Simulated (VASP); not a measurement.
# Ir (I4/mmm) in VASP: notebook

The runs below take Ir through single point, with LDA.

All numbers are computed with VASP 6.6.1; they aren't measurements. Logs are shortened: lines on timing, memory, paths and dates and some standing lists are left out, and cuts for length are marked.

### 1 The cell of the first run

It takes space group I4/mmm (No. 139, tetragonal). The conventional cell has a = 2.419 Å, b = 2.419 Å, c = 4.837 Å, α = 90.00°, β = 90.00°, γ = 90.00°. Ir (site symmetry 4/mmm) has 12 Ir at 2.42 to 2.96 Å within 3.2 Å.

### 2 Single point, LDA

File INCAR:

```
PREC = Accurate
ENCUT = 560
EDIFF = 1E-6
ISMEAR = 0
SIGMA = 0.15
LREAL = False
LASPH = True
NELM = 120
ALGO = Normal
ISIF = 2
LWAVE = False
LCHARG = False
NBANDS = 14
GGA_COMPAT = False
```

File KPOINTS:

```
Automatic mesh
0
Gamma
  24 24 24
```

File POSCAR:

```
Ir
1.0
    0.0000000000      1.7103443674      2.4184269355
    1.7103443674      0.0000000000      2.4184269355
    1.7103443674      1.7103443674      0.0000000000
Ir
1
Direct
    0.0000000000      0.0000000000      0.0000000000
```

Potentials or basis: VASP PAW LDA potentials, release 64 (Ir_sv_GW).

Launch:

```bash
> cat potpaw_LDA.64/Ir_sv_GW/POTCAR > POTCAR
> mpirun -np 1 vasp_std > vasp.out
```

OUTCAR:

```text
PREC = Accurate
   ENCUT = 560
   EDIFF = 1E-6
   ISMEAR = 0
   LREAL = False
   LASPH = True
   NELM = 120
   ISIF = 2

 ion  position               nearest neighbor table
   1  0.000  0.000  0.000-

  LATTYP: Found a body centered tetragonal cell.
 ALAT       =     2.4187922007
 C/A-ratio  =     1.9996979772

  Lattice vectors:

 A1 = (  -1.7103443674,   0.0000000000,   2.4184269355)
 A2 = (   1.7103443674,   0.0000000000,   2.4184269355)
 A3 = (   0.0000000000,   1.7103443674,  -2.4184269355)

Analysis of symmetry for initial positions (statically):
=====================================================================
 Subroutine PRICEL returns:
 Original cell was already a primitive cell.

 Routine SETGRP: Setting up the symmetry group for a
 body centered tetragonal supercell.

 Subroutine GETGRP returns: Found 16 space group operations
 (whereof 16 operations were pure point group operations)
 out of a pool of 16 trial point group operations.

The static configuration has the point symmetry D_4h.

Analysis of symmetry for dynamics (positions and initial velocities):
=====================================================================
 Subroutine PRICEL returns:
 Original cell was already a primitive cell.

 Routine SETGRP: Setting up the symmetry group for a
 body centered tetragonal supercell.

 Subroutine GETGRP returns: Found 16 space group operations
 (whereof 16 operations were pure point group operations)
 out of a pool of 16 trial point group operations.

The dynamic configuration has the point symmetry D_4h.

 Subroutine INISYM returns: Found 16 space group operations
 (whereof 16 operations are pure point group operations),
 and found     1 'primitive' translations

----------------------------------------------------------------------------------------

                                     Primitive cell

  volume of cell :      14.1491

  direct lattice vectors                    reciprocal lattice vectors
     0.000000000  1.710344367  2.418426935    -0.292338788  0.292338788  0.206745961
     1.710344367  0.000000000  2.418426935     0.292338788 -0.292338788  0.206745961
     1.710344367  1.710344367  0.000000000     0.292338788  0.292338788 -0.206745961

  length of vectors
     2.962105112  2.962105112  2.418792201     0.462242173  0.462242173  0.462242173

  position of ions in fractional coordinates (direct lattice)
     0.000000000  0.000000000  0.000000000

  ion indices of the primitive-cell ions
   primitive index   ion index
                 1           1

----------------------------------------------------------------------------------------

 KPOINTS: Automatic mesh

Automatic generation of k-mesh.
 Grid dimensions read from file:
 generate k-points for:   24   24   24

 Generating k-lattice:

  Cartesian coordinates                     Fractional coordinates (reciprocal lattice)
    -0.012180783  0.012180783  0.008614415     0.041666667 -0.000000000  0.000000000
     0.012180783 -0.012180783  0.008614415    -0.000000000  0.041666667  0.000000000
     0.012180783  0.012180783 -0.008614415     0.000000000  0.000000000  0.041666667

  Length of vectors
     0.019260091  0.019260091  0.019260091

  Shift w.r.t. Gamma in fractional coordinates (k-lattice)
     0.000000000  0.000000000  0.000000000

 Subroutine IBZKPT returns following result:
 ===========================================

 Found   1063 irreducible k-points:

 Following reciprocal coordinates:
            Coordinates               Weight
  0.000000  0.000000  0.000000      1.000000
  0.041667  0.000000  0.000000      8.000000
  0.083333 -0.000000  0.000000      8.000000
  0.125000  0.000000  0.000000      8.000000
  0.166667 -0.000000  0.000000      8.000000
  0.208333  0.000000  0.000000      8.000000
[... 16 lines left out ...]
  0.416667  0.041667  0.000000      8.000000
  0.458333  0.041667  0.000000      8.000000
 [... further k-points ...]
   k-points           NKPTS =   1063   k-points in BZ     NKDIM =   1063   number of bands    NBANDS=     14
   number of dos      NEDOS =    301   number of ions     NIONS =      1
   total plane-waves  NPLWV =  11520
   dimension x,y,z NGX =    24 NGY =   24 NGZ =   20
   dimension x,y,z NGXF=    48 NGYF=   48 NGZF=   40
   ions per type =               1
   NGX,Y,Z   is equivalent  to a cutoff of  13.47, 13.47, 13.75 a.u.
   NGXF,Y,Z  is equivalent  to a cutoff of  26.94, 26.94, 27.49 a.u.
 SYSTEM =  unknown system
   PREC   = accura    normal or accurate (medium, high low for compatibility)
   ISTART =      0    job   : 0-new  1-cont  2-samecut
   ICHARG =      2    charge: 1-file 2-atom 10-const
   ISPIN  =      1    spin polarized calculation?
   LNONCOLLINEAR =      F non collinear calculations
   LSORBIT =      F    spin-orbit coupling
   LASPH  =      T    aspherical Exc in radial PAW
   ENCUT  =  560.0 eV  41.16 Ry    6.42 a.u.   5.72  5.72  4.67*2*pi/ulx,y,z
   NELM   =    120;   NELMIN=  2; NELMDL= -5     # of ELM steps
   EDIFF  = 0.1E-05   stopping-criterion for ELM
   LREAL  =      F    real-space projection
   EDIFFG = 0.1E-04   stopping-criterion for IOM
   NSW    =      0    number of steps for IOM
   IBRION =     -1    ionic relax: 0-MD 1-quasi-New 2-CG
   NFREE  =      0    steps in history (QN), initial steepest desc. (CG)
   ISIF   =      2    stress and relaxation
   ISYM   =      2    0-nonsym 1-usesym 2-fastsym
   POTIM  = 0.5000    time-step for ionic-motion
   TEBEG  =    0.0;   TEEND  =   0.0 temperature during run
   PSTRESS=    0.0 pullay stress
   NELECT =      17.0000    total number of electrons
   NUPDOWN=      -1.0000    fix difference up-down
   EMIN   =  10.00;   EMAX   =-10.00  energy-range for DOS
   EFERMI =   0.00;   METHOD = LEGACY
   ISMEAR =     0;   SIGMA  =   0.15  broadening in eV -4-tet -1-fermi 0-gaus
   EFERMI_NEDOS =   21; number of points for ismear=-14 and -15
   IALGO  =     38    algorithm
   IMIX   =      4    mixing-type and parameters
     AMIX     =   0.40;   BMIX     =  1.00
     AMIX_MAG =   1.60;   BMIX_MAG =  1.00
  volume/ion in A,a.u.               =      14.15        95.48
  Fermi-wavevector in a.u.,A,eV,Ry     =   1.740395  3.288869 41.211694  3.028974
  Thomas-Fermi vector in A             =   2.813052
   LORBIT       =      0    0 simple, 1 ext, 2 COOP (PROOUT), +10 PAW based schemes
   GGA     = CA    functional components
   LHFCALC =     F    Hartree Fock is set to
   AEXX    =    0.0000 exact exchange contribution
   IVDW    =     0    specifies the selected vdW correction
   LEPSILON=     F    determine dielectric tensor
   LRPA    =     F    only Hartree local field effects (RPA)
 non-spin polarized calculation
 Gauss-broadening in eV      SIGMA  =   0.15
  energy-cutoff  :      560.00
  volume of cell :       14.15
 maximum number of plane-waves:       441
   NGX = 11   NGY = 11   NGZ =  9

 number of electron      17.0000000 magnetization

 Free energy of the ion-electron system (eV)
  ---------------------------------------------------
  ext. energy  EPLUGINS =         0.00000000
  ---------------------------------------------------
  free energy    TOTEN  =        -9.78547584 eV

  energy without entropy =       -9.77166479  energy(sigma->0) =       -9.77857032

 E-fermi :  12.5392     XC(G=0): -14.7156

 val. band max:       12.5381997428   @ k =  -0.2917   0.3333   0.1667
 cond. band min:      12.5444066193   @ k =   0.4583   0.0833   0.2500
 fundamental gap:      0.0062068765
 Fermi energy:        12.5391693720

 k-point     1 :       0.0000    0.0000    0.0000
  band No.  band energies     occupation
      1     -79.7826      2.00000
      2     -36.5715      2.00000
      3     -36.2613      2.00000
      4     -36.2613      2.00000
      5       1.6272      2.00000
      6       5.7558      2.00000
      7       7.8386      2.00000
      8      11.1845      2.00000
      9      11.1845      2.00000
     10      14.2726      0.00000
     11      26.2468      0.00000
     12      28.1616      0.00000
     13      35.0976      0.00000
     14      35.0976      0.00000

 k-point     2 :       0.0417    0.0000    0.0000
  band No.  band energies     occupation
      1     -79.7808      2.00000
      2     -36.5727      2.00000
      3     -36.2856      2.00000
      4     -36.2600      2.00000
      5       1.7111      2.00000
      6       5.8087      2.00000
      7       7.8694      2.00000
      8      11.0827      2.00000
      9      11.2113      2.00000
     10      14.1975      0.00000
     11      26.3713      0.00000
     12      28.2944      0.00000
     13      34.5483      0.00000
     14      35.2691      0.00000

 k-point     3 :       0.0833   -0.0000    0.0000
  band No.  band energies     occupation
      1     -79.7751      2.00000
      2     -36.5763      2.00000
      3     -36.3560      2.00000
      4     -36.2559      2.00000
      5       1.9562      2.00000
      6       5.9621      2.00000
      7       7.9621      2.00000
      8      10.8076      2.00000
      9      11.2899      2.00000
     10      13.9835      0.00000
     11      26.6883      0.00000
     12      28.7004      0.00000
     13      33.3893      0.00000
     14      35.7670      0.00000
[... 324 lines left out ...]
 k-point    23 :       0.4167    0.0417    0.0000
  band No.  band energies     occupation
      1     -79.6817      2.00000
      2     -37.4274      2.00000
      3     -36.6329      2.00000
      4     -36.1917      2.00000
      5       4.7791      2.00000
      6       6.6787      2.00000
      7      10.8270      2.00000
      8      11.0374      2.00000
      9      12.7130      0.10132
     10      13.1385      0.00000
     11      22.3702      0.00000
     12      24.8937      0.00000
     13      34.0529      0.00000
     14      35.9466      0.00000

 k-point    24 :       0.4583    0.0417    0.0000
  band No.  band energies     occupation
      1     -79.6728      2.00000
      2     -37.5271      2.00000
      3     -36.6324      2.00000
      4     -36.1838      2.00000
      5       4.8051      2.00000
      6       6.6362      2.00000
      7      10.8312      2.00000
      8      11.7096      2.00000
      9      13.1300      0.00000
     10      13.2453      0.00000
     11      21.6625      0.00000
     12      24.3305      0.00000
     13      33.1983      0.00000
     14      35.9540      0.00000

 [... further k-points ...]

------------------------ aborting loop because EDIFF is reached ----------------------------------------

  FORCE on cell =-STRESS in cart. coord.  units (eV):
  Direction    XX          YY          ZZ          XY          YZ          ZX
  --------------------------------------------------------------------------------------
  -------------------------------------------------------------------------------------
  Total        5.0438959      5.0438959     -3.5090550      0.0000000      0.0000000     -0.0000000
  in kB      571.1453023    571.1453023   -397.3476625      0.0000000      0.0000000     -0.0000000
  external PRESSURE =     248.3143140 kB  Pullay stress =       0.0000000 kB

 VOLUME and BASIS-vectors are now :
 -----------------------------------------------------------------------------
  energy-cutoff  :      560.00
  volume of cell :       14.15
      direct lattice vectors                 reciprocal lattice vectors
     0.000000000  1.710344367  2.418426935    -0.292338788  0.292338788  0.206745961
     1.710344367  0.000000000  2.418426935     0.292338788 -0.292338788  0.206745961
     1.710344367  1.710344367  0.000000000     0.292338788  0.292338788 -0.206745961

 POSITION                                       TOTAL-FORCE (eV/Angst)
 -----------------------------------------------------------------------------------
      0.00000      0.00000      0.00000        -0.000000      0.000000      0.000000
 -----------------------------------------------------------------------------------
    total drift:                                0.000000      0.000000     -0.000000

  FREE ENERGIE OF THE ION-ELECTRON SYSTEM (eV)
  ---------------------------------------------------
  free  energy   TOTEN  =        -9.7854758445 eV

  energy  without entropy=       -9.7716647906  energy(sigma->0) =       -9.77857032
```

It took 1.9 min on 1 thread of Intel Xeon Platinum 8259CL at 2.50GHz (Skylake/Cascade Lake), shared host; peak memory 0.35 GiB.

What came out:

- Free energy: -9.7855 eV
- Pressure: 24.8 GPa
- Band gap on the k mesh: zero (an odd number of electrons rules out a gap without spin polarisation)

Levels at points of the mesh, in eV from the Fermi level:
```
           k point  band 6  band 7  band 8  band 9  band 10  band 11
(0.00, 0.00, 0.00)   -6.78   -4.70   -1.35   -1.35     1.73    13.71
(0.50, 0.00, 0.00)   -5.89   -1.88   -0.17    0.74     0.82     8.97
(0.50, 0.50, 0.00)   -7.70   -1.78    1.30    1.30     2.11     5.00
(0.50, 0.00, 0.50)   -6.50   -1.47   -0.09    4.60     4.76     9.33
```

Caveat: the stress differs along the axes, from -40 to 57 GPa; spin-orbit coupling is left out, which moves the levels of the heavy elements.

### 3 Single point, LDA

This run uses another cell than the first one, of the same volume but with other edges.

File INCAR:

```
  ALGO = Normal
  EDIFF = 1E-6
  ENCUT = 560
  GGA = CA
  GGA_COMPAT = F
  ISIF = 2
  ISMEAR = 0
  LASPH = T
  LCHARG = F
  LREAL = F
  LWAVE = F
  NBANDS = 14
  NELM = 120
  PREC = Accurate
  SIGMA = 0.15
```

File KPOINTS:

```
k-points
0
Gamma
  24 24 24
```

File POSCAR:

```
Ir
1.0
    0.0000000000      1.8065068646      2.1678082376
    1.8065068646      0.0000000000      2.1678082376
    1.8065068646      1.8065068646      0.0000000000
Ir
1
Direct
    0.0000000000      0.0000000000      0.0000000000
```

Potentials or basis: VASP PAW LDA potentials, release 64 (Ir_sv_GW).

Launch:

```bash
> cat potpaw_LDA.64/Ir_sv_GW/POTCAR > POTCAR
> mpirun -np 1 vasp_std > vasp.out
```

Run time: 2.2 min. Hardware: 1 thread of Intel Xeon Platinum 8259CL at 2.50GHz (Skylake/Cascade Lake), shared host; peak memory 0.34 GiB.

It converged, with:

- Free energy: -10.5481 eV
- Pressure: 0.0 GPa
- Band gap on the k mesh: zero (an odd number of electrons rules out a gap without spin polarisation)

Stress tensor (GPa, compression positive):
```
 20.42   0.00   0.00
  0.00  20.42   0.00
  0.00   0.00 -40.76
```

Levels at points of the mesh, in eV from the Fermi level:
```csv
k point,band 4,band 5,band 6,band 7,band 8,band 9,band 10,band 11,band 12,band 13
"(0.00, 0.00, 0.00)",-49.05,-11.03,-5.44,-3.02,-2.75,-2.75,0.39,14.24,15.99,21.03
"(0.50, 0.00, 0.00)",-49.05,-8.00,-5.07,-2.71,-0.55,0.49,1.28,7.74,12.69,18.76
"(0.50, 0.50, 0.00)",-49.19,-8.07,-7.34,-0.43,1.33,1.34,1.34,7.44,13.82,13.82
"(0.50, 0.00, 0.50)",-49.34,-7.86,-7.08,0.07,0.40,2.95,3.18,9.88,11.74,12.58
```

Caveat: the stress differs along the axes, from -41 to 20 GPa; spin-orbit coupling is left out, which moves the levels of the heavy elements.

(Part 1 of 2 ends here.)
